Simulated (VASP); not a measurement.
Write the native input for VASP 6.6.1 that does the following.

```yaml
Task: single point
Functional: PBEsol
Potentials_or_basis: VASP PAW PBE potentials, release 64 (Tl_d, Bi_d)
Cutoff: 520 eV
k_mesh: 9 × 9 × 12
Occupations: gaussian, width 0.1 eV
Spin: no spin polarisation
Dipole_correction: no
Further_INCAR_settings: ALGO = Normal; EDIFF = 1e-07; NBANDS = 28
```

The structure of TlBi2 (ae) lies in POSCAR:

```
TlBi2
1.0
    5.6519893813      0.0000000000      0.0000000000
   -2.8259946906      4.8947663861      0.0000000000
    0.0000000000      0.0000000000      3.3202261502
Tl Bi
1 2
Direct
    0.0000000000      0.0000000000      0.0000000000
    0.6666666667      0.3333333333      0.5000000000
    0.3333333333      0.6666666667      0.5000000000
```

These files were run (other wordings do the same):

INCAR

```
SYSTEM = TlBi2
PREC = Accurate ; ENCUT = 520
EDIFF = 1E-7 ; ISMEAR = 0
SIGMA = 0.1 ; LREAL = .False.
LASPH = .True. ; NELM = 100
ALGO = Normal ; ISIF = 2
LWAVE = .False. ; LCHARG = .False.
GGA = PS ; NBANDS = 28
```

KPOINTS

```
regular mesh
0
Gamma
  9 9 12
  0 0 0
```

Potentials or basis: VASP PAW PBE potentials, release 64 (Tl_d, Bi_d).

Launch:

```sh
$ cat potpaw_PBE.64/Tl_d/POTCAR potpaw_PBE.64/Bi_d/POTCAR > POTCAR
$ mpirun -np 1 vasp_std > vasp.out
```

It gave:

```json
{
  "Pressure": "-0.1 GPa"
}
```

Caveat: the PAW data sets were made with another functional, which shifts forces and pressure a little.

It took 2.4 min on 1 thread of Intel(R) Xeon(R) Platinum 8259CL CPU @ 2.50GHz (Skylake/Cascade Lake), with other jobs on the host, peak memory 0.34 GiB.
